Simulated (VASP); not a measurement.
# PbO2 in VASP: a series of runs, part 2 of 2

VASP 6.6.1.

**4. Single point, PBEsol**

This run uses another cell than the first one, of 12.89 Å³/atom.

Input file INCAR:

```
ALGO = Normal
EDIFF = 1E-6
ENCUT = 520
GGA = PS
ISIF = 2
ISMEAR = -1
LASPH = True
LCHARG = True
LELF = True
LREAL = False
LVHAR = True
LWAVE = False
NBANDS = 20
NELM = 100
PREC = Accurate
SIGMA = 0.05
```

Input file KPOINTS:

```
k-points
0
Gamma
  9 9 9
```

Input file POSCAR:

```
PbO2
1.0
    0.0000000000      2.7019920000      2.6479521600
    2.7019920000      0.0000000000      2.6479521600
    2.7019920000      2.7019920000      0.0000000000
Pb O
1 2
Direct
    0.0000000000      0.0000000000      0.0000000000
    0.7500000000      0.7500000000      0.7500000000
    0.2500000000      0.2500000000      0.2500000000
```

Potentials or basis: VASP PAW PBE potentials, release 64 (Pb_d, O).

Run with:

```bash
$ cat potpaw_PBE.64/Pb_d/POTCAR potpaw_PBE.64/O/POTCAR > POTCAR
$ mpirun -np 1 vasp_std > vasp.out
```

OUTCAR:

```text
EDIFF = 1E-6
   ENCUT = 520
   GGA = PS
   ISIF = 2
   ISMEAR = -1
   LASPH = True
   LREAL = False
   NELM = 100
   PREC = Accurate

 ion  position               nearest neighbor table
   1  0.000  0.000  0.000-   2 2.32   2 2.32   2 2.32   3 2.32   3 2.32   3 2.32   3 2.32   2 2.32

   2  0.750  0.750  0.750-   1 2.32   1 2.32   1 2.32   1 2.32
   3  0.250  0.250  0.250-   1 2.32   1 2.32   1 2.32   1 2.32

  LATTYP: Found a body centered tetragonal cell.
 ALAT       =     3.8211937318
 C/A-ratio  =     1.3859292911

  Lattice vectors:

 A1 = (   0.0000000000,  -2.7019920000,  -2.6479521600)
 A2 = (   0.0000000000,   2.7019920000,  -2.6479521600)
 A3 = (   2.7019920000,   0.0000000000,   2.6479521600)

Analysis of symmetry for initial positions (statically):
=====================================================================
 Subroutine PRICEL returns:
 Original cell was already a primitive cell.

 Routine SETGRP: Setting up the symmetry group for a
 body centered tetragonal supercell.

 Subroutine GETGRP returns: Found 16 space group operations
[... 162 lines left out ...]
  free energy    TOTEN  =       -16.78356560 eV

  energy without entropy =      -16.77820976  energy(sigma->0) =      -16.78088768

 E-fermi :   5.7718     XC(G=0): -11.5309

 val. band max:        5.7591558321   @ k =  -0.2222   0.4444   0.2222
 cond. band min:       6.2869218272   @ k =  -0.1111   0.1111   0.0000
 fundamental gap:      0.5277659951
 Fermi energy:         5.7718355110

 k-point     1 :       0.0000    0.0000    0.0000
  band No.  band energies     occupation
      1     -12.8874      2.00000
      2      -9.9078      2.00000
      3      -9.9078      2.00000
      4      -9.8862      2.00000
      5      -9.8733      2.00000
      6      -9.6333      2.00000
[... 541 lines left out ...]
     19      21.6446      0.00000
     20      22.9630      0.00000

 [... further k-points ...]

------------------------ aborting loop because EDIFF is reached ----------------------------------------

  FORCE on cell =-STRESS in cart. coord.  units (eV):
  Direction    XX          YY          ZZ          XY          YZ          ZX
  --------------------------------------------------------------------------------------
  -------------------------------------------------------------------------------------
  Total       -1.0502269     -1.0502269      0.0861197      0.0000000      0.0000000     -0.0000000
  in kB      -43.5196569    -43.5196569      3.5686586      0.0000000      0.0000000     -0.0000000
  external PRESSURE =     -27.8235518 kB  Pullay stress =       0.0000000 kB

 VOLUME and BASIS-vectors are now :
 -----------------------------------------------------------------------------
  energy-cutoff  :      520.00
  volume of cell :       38.66
      direct lattice vectors                 reciprocal lattice vectors
     0.000000000  2.701992000  2.647952160    -0.185048660  0.185048660  0.188825164
     2.701992000  0.000000000  2.647952160     0.185048660 -0.185048660  0.188825164
     2.701992000  2.701992000  0.000000000     0.185048660  0.185048660 -0.188825164

 POSITION                                       TOTAL-FORCE (eV/Angst)
 -----------------------------------------------------------------------------------
      0.00000      0.00000      0.00000        -0.000000      0.000000      0.000000
      4.05299      4.05299      3.97193        -0.000000     -0.000000      0.000000
      1.35100      1.35100      1.32398         0.000000      0.000000      0.000000
 -----------------------------------------------------------------------------------
    total drift:                                0.000000      0.000000      0.000000

  FREE ENERGIE OF THE ION-ELECTRON SYSTEM (eV)
  ---------------------------------------------------
  free  energy   TOTEN  =       -16.7835655992 eV

  energy  without entropy=      -16.7782097564  energy(sigma->0) =      -16.78088768
```

OSZICAR:

```text
N       E                     dE             d eps       ncg     rms          rms(c)
DAV:   1     0.260797267882E+03    0.26080E+03   -0.13716E+04  3060   0.159E+03
DAV:   2     0.533263936970E+01   -0.25546E+03   -0.24305E+03  3192   0.422E+02
DAV:   3    -0.184744970770E+02   -0.23807E+02   -0.23256E+02  3580   0.132E+02
DAV:   4    -0.191635612039E+02   -0.68906E+00   -0.68803E+00  3424   0.226E+01
DAV:   5    -0.191834989371E+02   -0.19938E-01   -0.19936E-01  3996   0.407E+00    0.874E+00
DAV:   6    -0.168268103388E+02    0.23567E+01   -0.94598E+00  4556   0.396E+01    0.288E+00
DAV:   7    -0.168024868573E+02    0.24323E-01   -0.48493E-01  3280   0.715E+00    0.166E+00
DAV:   8    -0.167920177431E+02    0.10469E-01   -0.15618E-01  3332   0.368E+00    0.767E-01
DAV:   9    -0.167830777539E+02    0.89400E-02   -0.25211E-02  4276   0.179E+00    0.143E-01
DAV:  10    -0.167835332900E+02   -0.45554E-03   -0.35986E-03  3320   0.425E-01    0.537E-02
DAV:  11    -0.167835664972E+02   -0.33207E-04   -0.92501E-05  3528   0.829E-02    0.289E-02
DAV:  12    -0.167835656684E+02    0.82878E-06   -0.38061E-05  3472   0.465E-02    0.644E-03
DAV:  13    -0.167835655992E+02    0.69214E-07   -0.18235E-06  2860   0.104E-02
   1 F= -.16783566E+02 E0= -.16780888E+02  d E =-.535584E-02
```

stdout:

```text
POSCAR found type information on POSCAR PbO
 POSCAR found :  2 types and       3 ions
 scaLAPACK will be used
 -----------------------------------------------------------------------------
|                                                                             |
|                                                                             |
|     You enforced a specific xc type in the INCAR file but a different       |
|     I HOPE YOU KNOW WHAT YOU ARE DOING!                                     |
|                                                                             |
 -----------------------------------------------------------------------------

 LDA part: xc-table for (Slater+PW92), standard interpolation
 POSCAR, INCAR and KPOINTS ok, starting setup
 FFT: planning ... GRIDC
 FFT: planning ... GRID_SOFT
 FFT: planning ... GRID
 WAVECAR not read
 entering main loop
```

Run time: 78 s. Hardware: 1 thread of Intel Xeon 8259CL, shared host; peak memory 0.19 GiB.

Results:

| Item | Value |
| --- | --- |
| Free energy | -16.7836 eV |
| Pressure | -2.8 GPa |
| Band gap on the k mesh | zero (bands 13 and 14 overlap by 1.08 eV) |

Stress tensor (GPa, compression positive):
```
-4.35  0.00  0.00
 0.00 -4.35  0.00
 0.00  0.00  0.36
```

Levels at points of the mesh, in eV from the Fermi level:
```
           k point  band 9  band 10  band 11  band 12  band 13  band 14  band 15  band 16  band 17  band 18
(0.00, 0.00, 0.00)   -2.11    -2.01    -2.01    -1.38    -1.38    -1.10     6.80     6.91     6.91    11.57
```

Caveat: the PAW data sets were made with another functional, which shifts forces and pressure a little; spin-orbit coupling is left out, which moves the levels of the heavy elements.

**5. Single point, PBEsol**

This run uses another cell than the first one, of 13.41 Å³/atom.

Input file INCAR:

```
ALGO = Normal
EDIFF = 1E-7
ENCUT = 520
GGA = PS
ISIF = 2
ISMEAR = -1
LASPH = T
LCHARG = T
LELF = T
LREAL = F
LVHAR = T
LWAVE = F
NBANDS = 20
NELM = 60
PREC = Accurate
SIGMA = 0.05
```

KPOINTS is that of step 4.

Input file POSCAR:

```
PbO2
1.0
    0.0000000000      2.7019920000      2.7560318400
    2.7019920000      0.0000000000      2.7560318400
    2.7019920000      2.7019920000      0.0000000000
Pb O
1 2
Direct
    0.0000000000      0.0000000000      0.0000000000
    0.7500000000      0.7500000000      0.7500000000
    0.2500000000      0.2500000000      0.2500000000
```

Potentials or basis: VASP PAW PBE potentials, release 64 (Pb_d, O).

Run with:

```bash
$ cat potpaw_PBE.64/Pb_d/POTCAR potpaw_PBE.64/O/POTCAR > POTCAR
$ mpirun -np 1 vasp_std > vasp.out
```

OUTCAR:

```text
EDIFF = 1E-7
   ENCUT = 520
   GGA = PS
   ISIF = 2
   ISMEAR = -1
   LASPH = T
   LREAL = F
   NELM = 60
   PREC = Accurate

 ion  position               nearest neighbor table
   1  0.000  0.000  0.000-   2 2.36   2 2.36   2 2.36   2 2.36   3 2.36   3 2.36   3 2.36   3 2.36

   2  0.750  0.750  0.750-   1 2.36   1 2.36   1 2.36   1 2.36
   3  0.250  0.250  0.250-   1 2.36   1 2.36   1 2.36   1 2.36

  LATTYP: Found a body centered tetragonal cell.
 ALAT       =     3.8211937318
 C/A-ratio  =     1.4424978336

  Lattice vectors:

 A1 = (  -2.7019920000,   0.0000000000,   2.7560318400)
 A2 = (   2.7019920000,   0.0000000000,   2.7560318400)
 A3 = (   0.0000000000,   2.7019920000,  -2.7560318400)

Analysis of symmetry for initial positions (statically):
=====================================================================
 Subroutine PRICEL returns:
 Original cell was already a primitive cell.

 Routine SETGRP: Setting up the symmetry group for a
 body centered tetragonal supercell.

 Subroutine GETGRP returns: Found 16 space group operations
 (whereof 16 operations were pure point group operations)
 out of a pool of 16 trial point group operations.

The static configuration has the point symmetry D_4h.

Analysis of symmetry for dynamics (positions and initial velocities):
=====================================================================
 Subroutine PRICEL returns:
 Original cell was already a primitive cell.

 Routine SETGRP: Setting up the symmetry group for a
 body centered tetragonal supercell.

 Subroutine GETGRP returns: Found 16 space group operations
 (whereof 16 operations were pure point group operations)
 out of a pool of 16 trial point group operations.

The dynamic configuration has the point symmetry D_4h.

 Subroutine INISYM returns: Found 16 space group operations
[... 108 lines left out ...]
   TEBEG  =    0.0;   TEEND  =   0.0 temperature during run
   PSTRESS=    0.0 pullay stress
   NELECT =      26.0000    total number of electrons
   NUPDOWN=      -1.0000    fix difference up-down
   EMIN   =  10.00;   EMAX   =-10.00  energy-range for DOS
   EFERMI =   0.00;   METHOD = LEGACY
   ISMEAR =    -1;   SIGMA  =   0.05  broadening in eV -4-tet -1-fermi 0-gaus
   EFERMI_NEDOS =   21; number of points for ismear=-14 and -15
   IALGO  =     38    algorithm
   IMIX   =      4    mixing-type and parameters
     AMIX     =   0.40;   BMIX     =  1.00
     AMIX_MAG =   1.60;   BMIX_MAG =  1.00
  volume/ion in A,a.u.               =      13.41        90.52
  Fermi-wavevector in a.u.,A,eV,Ry     =   1.415267  2.674468 27.252222  2.002982
  Thomas-Fermi vector in A             =   2.536724
   LORBIT       =      0    0 simple, 1 ext, 2 COOP (PROOUT), +10 PAW based schemes
   GGA     = PS    functional components
   LHFCALC =     F    Hartree Fock is set to
   AEXX    =    0.0000 exact exchange contribution
   IVDW    =     0    specifies the selected vdW correction
   LEPSILON=     F    determine dielectric tensor
   LRPA    =     F    only Hartree local field effects (RPA)
 non-spin polarized calculation
  energy-cutoff  :      520.00
  volume of cell :       40.24
 maximum number of plane-waves:      1093
 NGX is ok and might be reduce to    30
   NGX = 15   NGY = 15   NGZ = 15

 number of electron      25.9999992 magnetization

 Free energy of the ion-electron system (eV)
  ---------------------------------------------------
  ext. energy  EPLUGINS =         0.00000000
  ---------------------------------------------------
  free energy    TOTEN  =       -16.73258532 eV

  energy without entropy =      -16.72688612  energy(sigma->0) =      -16.72973572

 E-fermi :   5.2551     XC(G=0): -11.3126

 val. band max:        5.2388609269   @ k =  -0.3333   0.2222   0.4444
 cond. band min:       5.6542614423   @ k =  -0.1111   0.0000   0.1111
 fundamental gap:      0.4154005154
 Fermi energy:         5.2550659997

 k-point     1 :       0.0000    0.0000    0.0000
  band No.  band energies     occupation
      1     -13.0754      2.00000
      2     -10.3719      2.00000
      3     -10.3505      2.00000
      4     -10.3505      2.00000
      5     -10.3132      2.00000
      6     -10.1355      2.00000
[... 541 lines left out ...]
     19      21.3211      0.00000
     20      21.5928      0.00000

 [... further k-points ...]
[... 5 lines left out ...]
  --------------------------------------------------------------------------------------
  -------------------------------------------------------------------------------------
  Total       -1.5890945     -1.5890945     -2.7394522      0.0000000      0.0000000      0.0000000
  in kB      -63.2671038    -63.2671038   -109.0666491      0.0000000      0.0000000      0.0000000
  external PRESSURE =     -78.5336189 kB  Pullay stress =       0.0000000 kB

 VOLUME and BASIS-vectors are now :
 -----------------------------------------------------------------------------
  energy-cutoff  :      520.00
  volume of cell :       40.24
      direct lattice vectors                 reciprocal lattice vectors
     0.000000000  2.701992000  2.756031840    -0.185048660  0.185048660  0.181420255
     2.701992000  0.000000000  2.756031840     0.185048660 -0.185048660  0.181420255
     2.701992000  2.701992000  0.000000000     0.185048660  0.185048660 -0.181420255

 POSITION                                       TOTAL-FORCE (eV/Angst)
 -----------------------------------------------------------------------------------
      0.00000      0.00000      0.00000         0.000000     -0.000000     -0.000000
      4.05299      4.05299      4.13405         0.000000      0.000000     -0.000000
      1.35100      1.35100      1.37802        -0.000000     -0.000000      0.000000
 -----------------------------------------------------------------------------------
    total drift:                                0.000000     -0.000000      0.000000

  FREE ENERGIE OF THE ION-ELECTRON SYSTEM (eV)
  ---------------------------------------------------
  free  energy   TOTEN  =       -16.7325853200 eV

  energy  without entropy=      -16.7268861203  energy(sigma->0) =      -16.72973572
```

stdout:

```text
POSCAR found type information on POSCAR PbO
 POSCAR found :  2 types and       3 ions
 scaLAPACK will be used
 -----------------------------------------------------------------------------
|                                                                             |
|                                                                             |
|     You enforced a specific xc type in the INCAR file but a different       |
|     I HOPE YOU KNOW WHAT YOU ARE DOING!                                     |
|                                                                             |
 -----------------------------------------------------------------------------

 LDA part: xc-table for (Slater+PW92), standard interpolation
 POSCAR, INCAR and KPOINTS ok, starting setup
 FFT: planning ... GRIDC
 FFT: planning ... GRID_SOFT
 FFT: planning ... GRID
 WAVECAR not read
 entering main loop
```

Run time: 2.1 min. Hardware: 1 thread of Intel Xeon 8259CL, shared host; peak memory 0.2 GiB.

Results:

| Item | Value |
| --- | --- |
| Free energy | -16.7326 eV |
| Pressure | -7.9 GPa |
| Band gap on the k mesh | zero (bands 13 and 14 overlap by 1.09 eV) |

Levels at points of the mesh, in eV from the Fermi level:
| k point | band 9 | band 10 | band 11 | band 12 | band 13 | band 14 | band 15 | band 16 | band 17 | band 18 |
| --- | --- | --- | --- | --- | --- | --- | --- | --- | --- | --- |
| (0.00, 0.00, 0.00) | -2.00 | -2.00 | -1.91 | -1.37 | -1.11 | -1.11 | 6.73 | 6.73 | 6.84 | 11.38 |

Caveat: the cell stands under tension; the PAW data sets were made with another functional, which shifts forces and pressure a little; spin-orbit coupling is left out, which moves the levels of the heavy elements.

**6. The runs side by side**

```csv
task,level,cell,cutoff (eV),gap on the mesh (eV),pressure (GPa)
relaxation of cell and atoms,BLYP+D4,"relaxed from a = 3.821 Å, angles 60.0°, 3 atoms",600,none,0.0
single point,r2SCAN,"a = 3.743 Å, angles 60.0°, 3 atoms",660,none,3.4
single point,PBEsol,"a = 3.783, b = 3.783, c = 3.821 Å, angles 59.7, 59.7, 60.7°, 3 atoms",520,none,-2.8
single point,PBEsol,"a = 3.860, b = 3.860, c = 3.821 Å, angles 60.3, 60.3, 59.3°, 3 atoms",520,none,-7.9
```

Alike in all rows: potentials or basis VASP PAW PBE potentials, release 64 (Pb_d, O); no spin polarisation; k mesh 9 × 9 × 9; smearing fermi-dirac 0.05 eV.

Caveats: the PAW data sets were made with another functional, which shifts forces and pressure a little; spin-orbit coupling is left out, which moves the levels of the heavy elements; the cell stands under pressure (at least some runs); the cell stands under tension (at least some runs).

Absolute energies hang on the potentials; compare differences alone.
